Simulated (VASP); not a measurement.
Wanted: the native input for a VASP 6.6.1 run.

| Item | Value |
| --- | --- |
| Task | single point |
| Functional | PBEsol |
| Potentials or basis | VASP PAW PBE potentials, release 64 (Cu) |
| Cutoff | 520 eV |
| k mesh | 30 × 30 × 14 |
| Occupations | gaussian, width 0.15 eV |
| Spin | no spin polarisation |
| Dipole correction | no |
| Further INCAR settings | ALGO = Fast; EDIFF = 1e-06; NBANDS = 18 |

The structure of Cu lies in POSCAR:

```
Cu
1.0
    2.5205910259      0.0000000000      0.0000000000
   -1.2602955130      2.1828958610      0.0000000000
    0.0000000000      0.0000000000      4.3223494333
Cu
2
Direct
    0.3333333333      0.6666666667      0.2500000000
    0.6666666667      0.3333333333      0.7500000000
```

This isn't the form of Cu at room conditions, which is fcc.

This cell differs from its parent crystal: strain +0.000 along x and y, +0.050 along z.

These files were run (other wordings do the same):

INCAR

```
SYSTEM = Cu
ALGO = Fast
EDIFF = 1E-6
ENCUT = 520
GGA = PS
ISIF = 2
ISMEAR = 0
LASPH = .TRUE.
LCHARG = .FALSE.
LREAL = .FALSE.
LWAVE = .FALSE.
NBANDS = 18
NELM = 100
PREC = Accurate
SIGMA = 0.15
```

KPOINTS

```
k-points
0
G
  30 30 14
  0 0 0
```

Potentials or basis: VASP PAW PBE potentials, release 64 (Cu).

Launch:

```console
$ cat potpaw_PBE.64/Cu/POTCAR > POTCAR
$ mpirun -np 1 vasp_std > vasp.out
```

Results of the run:

```
Pressure               : -6.2 GPa
Band gap on the k mesh : zero (bands 11 and 12 overlap by 6.19 eV)
```

Caveat: the cell differs from its parent crystal (strain +0.000 along x and y, +0.050 along z); the stress differs along the axes, from -11 to -4 GPa; the PAW data sets were made with another functional, which shifts forces and pressure a little.

It took 7 min on 1 thread of Intel Xeon 8259CL, with other jobs on the host, peak memory 0.35 GiB.
